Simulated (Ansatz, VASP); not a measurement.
## Two plane-wave programs on CdSe

The input INCAR:

```
PREC = Accurate
ENCUT = 520
EDIFF = 1E-6
ISMEAR = -1
SIGMA = 0.1
LREAL = False
LASPH = True
NELM = 100
ALGO = Normal
ISIF = 2
LWAVE = False
LCHARG = True
GGA = PE
LELF = True
LVHAR = True
NBANDS = 16
```

KPOINTS

```
regular mesh
0
Gamma
  14 14 14
```

POSCAR

```
CdSe
1.0
    0.0000000000      2.8108371785      2.8108371785
    2.8108371785      0.0000000000      2.8108371785
    2.8108371785      2.8108371785      0.0000000000
Cd Se
1 1
Direct
    0.0000000000      0.0000000000      0.0000000000
    0.5000000000      0.5000000000      0.5000000000
```

Input for Ansatz:

```yaml
crystal:
  lattice:
    - [0.0, 2.8108371785, 2.8108371785]
    - [2.8108371785, 0.0, 2.8108371785]
    - [2.8108371785, 2.8108371785, 0.0]
  atoms:
    - { symbol: Cd, position: [0.0, 0.0, 0.0] }
    - { symbol: Se, position: [0.5, 0.5, 0.5] }
kpoints:
  mp_grid: { grid: [14, 14, 14] }
scf:
  occupations: { method: fermi_dirac, width: 0.1 }
hamiltonian:
  xc: pbe
  pseudopotentials: { kind: paw }
output:
  forces: true
  stress: true
  eigenvalues: true
  populations: true
  write_density: true
  write_potential: true
  elf: true
  volumetric_format: npy
```

Change from the starting cell: volume scaled by 0.94, PAW files.

Alike in both runs: task single point; functional PBE; k mesh 14 × 14 × 14; occupations fermi-dirac, width 0.1 eV; no spin polarisation.

|  | VASP | Ansatz |
| --- | --- | --- |
| version | VASP 6.6.1 | Ansatz 0.2.0 |
| potentials or method | VASP PAW PBE potentials, release 64 (Cd, Se) | PAW with Ansatz's default frozen-core files, scalar-relativistic |
| plane-wave cutoff (eV) | 520 | 420 |
| valence electrons in the cell | 18 | 36 |

Ansatz gave:

```
pressure (GPa) : 4.3
```

Estimate VASP's values.

pressure (GPa): 4.7.

VASP's potentials hold 18 valence electrons a cell and Ansatz's 36, so a difference there can come from the potentials and not from the codes.
